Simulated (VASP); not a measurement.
Here is a VASP 6.6.1 calculation.

The input INCAR:

```
ALGO = Normal
EDIFF = 1E-7
ENCUT = 520
GGA = PS
ISIF = 2
ISMEAR = -1
LASPH = True
LCHARG = False
LREAL = False
LWAVE = False
NBANDS = 16
NELM = 80
PREC = Accurate
SIGMA = 0.05
```

The input KPOINTS:

```
k-points
0
Gamma
  7 7 6
```

File POSCAR:

```
NbTe
1.0
    3.8510933621      0.0000000000      0.0000000000
   -1.9255466810      3.3351446839      0.0000000000
    0.0000000000      0.0000000000      3.6942110000
Te Nb
1 1
Direct
    0.6666666667      0.3333333333      0.0000000000
    0.0000000000      0.0000000000      0.5000000000
```

Potentials or basis: VASP PAW PBE potentials, release 64 (Te, Nb_sv).

The run is started by

```sh
$ cat potpaw_PBE.64/Te/POTCAR potpaw_PBE.64/Nb_sv/POTCAR > POTCAR
$ mpirun -np 1 vasp_std > vasp.out
```

(1) Estimate the pressure.

Answers

(1) -11.8 GPa.

Caveat: the PAW data sets were made with another functional, which shifts forces and pressure a little.
